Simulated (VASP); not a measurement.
# HfO2 (Fm-3m) in VASP: further runs

Runs on HfO2. Level: PBEsol. Tasks: single point.

Program: VASP 6.6.1. These are calculated values, not measurements. Logs are shortened: lines on timing, memory, paths and dates and some standing lists are left out, and cuts for length are marked.

## Step 1: The cell of the first run

Symmetry: Fm-3m, No. 225, cubic system. The conventional cell has a = 5.046 Å, b = 5.046 Å, c = 5.046 Å, α = 90.00°, β = 90.00°, γ = 90.00°. Within 2.9 Å of Hf (site symmetry m-3m) lie 8 O at 2.18 Å. O (site symmetry -43m) has 4 Hf at 2.18 Å and 6 O at 2.52 Å within 2.9 Å.

## Step 2: Single point, PBEsol, non-collinear spin, zero start, spin-orbit coupling

Input file INCAR:

```
ALGO     = Normal         # electronic algorithm
EDIFF    = 1E-6           # SCF threshold, eV
ENCUT    = 520            # plane-wave cutoff, eV
GGA      = PS             # functional
GGA_COMPAT= F            
ISIF     = 2              # what is computed and relaxed
ISMEAR   = -1             # smearing method
LASPH    = T              # aspherical terms in the spheres
LCHARG   = T              # write CHGCAR
LMAXMIX  = 4              # l up to which the mixer works
LNONCOLLINEAR= T              # non-collinear magnetism
LORBIT   = 11             # projections on sites
LORBMOM  = T            
LREAL    = F              # projectors in reciprocal space
LSORBIT  = T              # spin-orbit coupling
LVHAR    = T            
LWAVE    = F              # write WAVECAR
MAGMOM   = 0 0 0 0 0 0 0 0 0 # initial moments
NBANDS   = 35             # bands
NELM     = 150            # most SCF steps
PREC     = Accurate       # precision mode
SIGMA    = 0.05           # smearing width, eV
```

Input file KPOINTS:

```
k-points
0
Gamma
  9 9 9
```

Input file POSCAR:

```
HfO2
1.0
    0.0000000000      2.5229349520      2.5229349520
    2.5229349520      0.0000000000      2.5229349520
    2.5229349520      2.5229349520      0.0000000000
Hf O
1 2
Direct
    0.0000000000      0.0000000000      0.0000000000
    0.7500000000      0.7500000000      0.7500000000
    0.2500000000      0.2500000000      0.2500000000
```

Potentials or basis: VASP PAW PBE potentials, release 64 (Hf_pv, O).

On the command line:

```
cat potpaw_PBE.64/Hf_pv/POTCAR potpaw_PBE.64/O/POTCAR > POTCAR
mpirun -np 1 vasp_ncl > vasp.out
```

OUTCAR:

```text
EDIFF = 1E-6
   ENCUT = 520
   GGA = PS
   ISIF = 2
   ISMEAR = -1
   LASPH = T
   LNONCOLLINEAR = T
   LORBIT = 11
   LREAL = F
   LSORBIT = T
   NELM = 150
   PREC = Accurate

 ion  position               nearest neighbor table
   1  0.000  0.000  0.000-   2 2.18   2 2.18   2 2.18   2 2.18   3 2.18   3 2.18   3 2.18   3 2.18

   2  0.750  0.750  0.750-   1 2.18   1 2.18   1 2.18   1 2.18
   3  0.250  0.250  0.250-   1 2.18   1 2.18   1 2.18   1 2.18

  LATTYP: Found a face centered cubic cell.
 ALAT       =     5.0458699040

  Lattice vectors:

 A1 = (   0.0000000000,   2.5229349520,   2.5229349520)
 A2 = (   2.5229349520,   0.0000000000,   2.5229349520)
 A3 = (   2.5229349520,   2.5229349520,   0.0000000000)

Analysis of symmetry for initial positions (statically):
=====================================================================
 Subroutine PRICEL returns:
 Original cell was already a primitive cell.

 Routine SETGRP: Setting up the symmetry group for a
 face centered cubic supercell.

 Subroutine GETGRP returns: Found 48 space group operations
 (whereof 48 operations were pure point group operations)
 out of a pool of 48 trial point group operations.

The static configuration has the point symmetry O_h .

Analysis of symmetry for dynamics (positions and initial velocities):
=====================================================================
 Subroutine PRICEL returns:
 Original cell was already a primitive cell.

 Routine SETGRP: Setting up the symmetry group for a
 face centered cubic supercell.

 Subroutine GETGRP returns: Found 48 space group operations
 (whereof 48 operations were pure point group operations)
 out of a pool of 48 trial point group operations.

The dynamic configuration has the point symmetry O_h .

Analysis of structural, dynamic, and magnetic symmetry:
=====================================================================
 Subroutine PRICEL returns:
 Original cell was already a primitive cell.

 Routine SETGRP: Setting up the symmetry group for a
 face centered cubic supercell.

 Subroutine GETGRP returns: Found 48 space group operations
 (whereof 48 operations were pure point group operations)
 out of a pool of 48 trial point group operations.

The overall configuration has the point symmetry O_h .

 Subroutine INISYM returns: Found 48 space group operations
 (whereof 48 operations are pure point group operations),
 and found     1 'primitive' translations

----------------------------------------------------------------------------------------

                                     Primitive cell

  volume of cell :      32.1180

  direct lattice vectors                    reciprocal lattice vectors
     0.000000000  2.522934952  2.522934952    -0.198181883  0.198181883  0.198181883
     2.522934952  0.000000000  2.522934952     0.198181883 -0.198181883  0.198181883
     2.522934952  2.522934952  0.000000000     0.198181883  0.198181883 -0.198181883

  length of vectors
     3.567968826  3.567968826  3.567968826     0.343261091  0.343261091  0.343261091

  position of ions in fractional coordinates (direct lattice)
     0.000000000  0.000000000  0.000000000
     0.750000000  0.750000000  0.750000000
     0.250000000  0.250000000  0.250000000

  ion indices of the primitive-cell ions
   primitive index   ion index
                 1           1
                 2           2
                 3           3

----------------------------------------------------------------------------------------

 KPOINTS: k-points

Automatic generation of k-mesh.
 Grid dimensions read from file:
 generate k-points for:    9    9    9

 Generating k-lattice:

  Cartesian coordinates                     Fractional coordinates (reciprocal lattice)
    -0.022020209  0.022020209  0.022020209     0.111111111  0.000000000  0.000000000
[... 96 lines left out ...]

 number of electron      21.9999993 magnetization      -0.0000000     -0.0000000      0.0000000

 number of electron      21.9999993 magnetization       0.0000000      0.0000000     -0.0000000

 Free energy of the ion-electron system (eV)
  ---------------------------------------------------
  ext. energy  EPLUGINS =         0.00000000
  ---------------------------------------------------
  free energy    TOTEN  =       -32.25764221 eV

  energy without entropy =      -32.25764221  energy(sigma->0) =      -32.25764221

 E-fermi :   5.2843     XC(G=0): -12.1838

 val. band max:        4.1972897352   @ k =  -0.4444   0.4444   0.0000
 cond. band min:       8.0052090443   @ k =   0.4444   0.4444   0.0000
 fundamental gap:      3.8079193091
 Fermi energy:         5.2842600744

 k-point     1 :       0.0000    0.0000    0.0000
  band No.  band energies     occupation
      1     -30.1155      1.00000
      2     -30.1155      1.00000
      3     -23.1044      1.00000
      4     -23.1044      1.00000
      5     -23.1044      1.00000
      6     -23.1044      1.00000
[... 877 lines left out ...]
     33      16.2633      0.00000
     34      16.2633      0.00000

 [... further k-points ...]

 [bands above 34 left out]

------------------------ aborting loop because EDIFF is reached ----------------------------------------

  FORCE on cell =-STRESS in cart. coord.  units (eV):
  Direction    XX          YY          ZZ          XY          YZ          ZX
  --------------------------------------------------------------------------------------
  -------------------------------------------------------------------------------------
  Total       -0.7805962     -0.7805962     -0.7805962      0.0000000      0.0000000     -0.0000000
  in kB      -38.9393655    -38.9393655    -38.9393655      0.0000000      0.0000000     -0.0000000
  external PRESSURE =     -38.9393655 kB  Pullay stress =       0.0000000 kB

 VOLUME and BASIS-vectors are now :
 -----------------------------------------------------------------------------
  energy-cutoff  :      520.00
  volume of cell :       32.12
      direct lattice vectors                 reciprocal lattice vectors
     0.000000000  2.522934952  2.522934952    -0.198181883  0.198181883  0.198181883
     2.522934952  0.000000000  2.522934952     0.198181883 -0.198181883  0.198181883
     2.522934952  2.522934952  0.000000000     0.198181883  0.198181883 -0.198181883

 POSITION                                       TOTAL-FORCE (eV/Angst)
 -----------------------------------------------------------------------------------
      0.00000      0.00000      0.00000         0.000000      0.000000      0.000000
      3.78440      3.78440      3.78440         0.000000      0.000000      0.000000
      1.26147      1.26147      1.26147        -0.000000     -0.000000     -0.000000
 -----------------------------------------------------------------------------------
    total drift:                                0.000000      0.000000      0.000000

  FREE ENERGIE OF THE ION-ELECTRON SYSTEM (eV)
  ---------------------------------------------------
  free  energy   TOTEN  =       -32.2576422127 eV

  energy  without entropy=      -32.2576422127  energy(sigma->0) =      -32.25764221

 orbital moment (x)

 # of ion     p       d       tot
 ----------------------------------------
  1         0.000  -0.000  -0.000
  2        -0.000   0.000  -0.000
  3         0.000   0.000   0.000
 ----------------------------------------
            0.000  -0.000   0.000

 orbital moment (y)

 # of ion     p       d       tot
 ----------------------------------------
  1         0.000   0.000   0.000
  2         0.000   0.000   0.000
  3         0.000   0.000   0.000
 ----------------------------------------
            0.000   0.000   0.000

 orbital moment (z)

 # of ion     p       d       tot
 ----------------------------------------
  1         0.000   0.000   0.000
  2         0.000   0.000   0.000
  3         0.000   0.000   0.000
 ----------------------------------------
            0.000   0.000   0.000

 Spin-Orbit-Coupling matrix elements

 Ion:    1  E_soc:     -1.2401635
 l=   1
     0.0000000    -0.2030213    -0.2030213
    -0.2030213     0.0000000    -0.2030213
    -0.2030213    -0.2030213     0.0000000
 l=   2
     0.0000000    -0.0008967     0.0000000    -0.0008967    -0.0027759
    -0.0008967     0.0000000    -0.0020819    -0.0008967    -0.0006940
     0.0000000    -0.0020819     0.0000000    -0.0020819     0.0000000
    -0.0008967    -0.0008967    -0.0020819     0.0000000    -0.0006940
    -0.0027759    -0.0006940     0.0000000    -0.0006940     0.0000000
 l=   3
     0.0000000     0.0000000     0.0000000     0.0000000     0.0000000     0.0000000     0.0000000
     0.0000000     0.0000000     0.0000000     0.0000000     0.0000000     0.0000000     0.0000000
     0.0000000     0.0000000     0.0000000     0.0000000     0.0000000     0.0000000     0.0000000
     0.0000000     0.0000000     0.0000000     0.0000000     0.0000000     0.0000000     0.0000000
[... 29 lines left out ...]
 l=   2
     0.0000000     0.0000000     0.0000000     0.0000000     0.0000000
     0.0000000     0.0000000     0.0000000     0.0000000     0.0000000
     0.0000000     0.0000000     0.0000000     0.0000000     0.0000000
     0.0000000     0.0000000     0.0000000     0.0000000     0.0000000
     0.0000000     0.0000000     0.0000000     0.0000000     0.0000000
 l=   3
     0.0000000     0.0000000     0.0000000     0.0000000     0.0000000     0.0000000     0.0000000
     0.0000000     0.0000000     0.0000000     0.0000000     0.0000000     0.0000000     0.0000000
     0.0000000     0.0000000     0.0000000     0.0000000     0.0000000     0.0000000     0.0000000
     0.0000000     0.0000000     0.0000000     0.0000000     0.0000000     0.0000000     0.0000000
     0.0000000     0.0000000     0.0000000     0.0000000     0.0000000     0.0000000     0.0000000
     0.0000000     0.0000000     0.0000000     0.0000000     0.0000000     0.0000000     0.0000000
     0.0000000     0.0000000     0.0000000     0.0000000     0.0000000     0.0000000     0.0000000

 total charge

# of ion       s       p       d       tot
------------------------------------------
    1        0.299   6.650   1.408   8.357
    2        1.557   3.539   0.000   5.095
    3        1.557   3.539   0.000   5.095
--------------------------------------------------
tot          3.413  13.727   1.408  18.548

 magnetization (x)

# of ion       s       p       d       tot
------------------------------------------
    1        0.000   0.000  -0.000   0.000
    2       -0.000   0.000   0.000   0.000
    3        0.000  -0.000   0.000  -0.000
--------------------------------------------------
tot          0.000   0.000  -0.000   0.000

 magnetization (y)

# of ion       s       p       d       tot
------------------------------------------
    1        0.000   0.000  -0.000   0.000
    2       -0.000   0.000   0.000  -0.000
    3        0.000  -0.000   0.000  -0.000
--------------------------------------------------
tot         -0.000  -0.000  -0.000  -0.000

 magnetization (z)

# of ion       s       p       d       tot
------------------------------------------
    1        0.000   0.000  -0.000   0.000
    2       -0.000  -0.000   0.000  -0.000
    3        0.000   0.000   0.000   0.000
--------------------------------------------------
tot          0.000  -0.000  -0.000  -0.000
```

Run time: 3.3 min. Hardware: 1 thread of AMD EPYC, shared host; peak memory 0.24 GiB.

Results:

- Free energy: -32.2576 eV
- Pressure: -3.9 GPa
- Net moment: 0.00 μB per cell
- Valence electrons inside the program's atomic spheres: Hf 8.36; O 5.09

Moments on the atoms (μB; x, y, z):
```
Hf  0.00 0.00 0.00
O   0.00 0.00 0.00
O   0.00 0.00 0.00
```

Caveat: the PAW data sets were made with another functional, which shifts forces and pressure a little.

## Step 3: Single point, PBEsol

This run uses another cell than the first one, of 10.58 Å³/atom, 0.988 times its volume.

Input file INCAR:

```
  ALGO = Normal
  EDIFF = 1E-6
  ENCUT = 520
  GGA = PS
  ISIF = 2
  ISMEAR = -1
  LASPH = T
  LCHARG = F
  LREAL = F
  LWAVE = F
  NBANDS = 18
  NELM = 60
  PREC = Accurate
  SIGMA = 0.05
```

KPOINTS is that of step 2.

Input file POSCAR:

```
HfO2
1.0
    0.0000000000      2.5129528748      2.5129528748
    2.5129528748      0.0000000000      2.5129528748
    2.5129528748      2.5129528748      0.0000000000
Hf O
1 2
Direct
    0.0000000000      0.0000000000      0.0000000000
    0.7500000000      0.7500000000      0.7500000000
    0.2500000000      0.2500000000      0.2500000000
```

Potentials or basis: VASP PAW PBE potentials, release 64 (Hf_pv, O).

On the command line:

```
cat potpaw_PBE.64/Hf_pv/POTCAR potpaw_PBE.64/O/POTCAR > POTCAR
mpirun -np 1 vasp_std > vasp.out
```

Wall time 12 s (1 thread of AMD EPYC 9R45 (Zen 5), shared host); peak memory 0.14 GiB.

The run converged. Its results:

```yaml
Free_energy: -31.6368 eV
Pressure: -0.9 GPa
Band_gap_on_the_k_mesh: 3.86 eV, indirect (least direct gap 3.98 eV)
```

Levels at points of the mesh, in eV from the valence-band top:
```tsv
k point	band 7	band 8	band 9	band 10	band 11	band 12	band 13	band 14	band 15	band 16
(0.00, 0.00, 0.00)	-5.51	-5.51	-0.58	-0.58	-0.58	3.89	3.89	5.91	10.81	10.81
```

Caveat: the PAW data sets were made with another functional, which shifts forces and pressure a little; spin-orbit coupling is left out, which moves the levels of the heavy elements.
